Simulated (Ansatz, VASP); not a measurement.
## One calculation of LuSb, two programs

```
CELL_PARAMETERS angstrom
0.00000 3.03933 3.03933
3.03933 0.00000 3.03933
3.03933 3.03933 0.00000
ATOMIC_POSITIONS crystal
Lu 0.94000 0.94000 0.06000
Sb 0.56000 0.56000 0.44000
```

Change from the starting cell: shortest bond scaled by 0.76, LAPW.

Alike in both runs: task single point; functional PBEsol; k mesh 9 × 9 × 9; occupations fermi-dirac, width 0.05 eV; no spin polarisation.

|  | VASP | Ansatz |
| --- | --- | --- |
| version | VASP 6.6.1 | Ansatz 0.2.0 |
| potentials or method | VASP PAW PBE potentials, release 64 (Lu, Sb), cutoff 520 eV | all-electron LAPW, scalar-relativistic |

|  | VASP | Ansatz | Ansatz less VASP |
| --- | --- | --- | --- |
| pressure (GPa) | 14.9 | 14.7 | -0.17 |
| traceless stress, the component that is largest in VASP (GPa) | 39.17 | 39.16 | -0.018 |
| rms of the force components (eV/Å) | 5.618 | 5.600 | -0.0180 |

VASP's potentials were made for PBE, not for PBEsol. Atom by atom the forces differ by 0.018 eV/Å (rms over components). Ansatz ran all-electron here, and VASP with PAW potentials.

Spin-orbit coupling is off throughout.
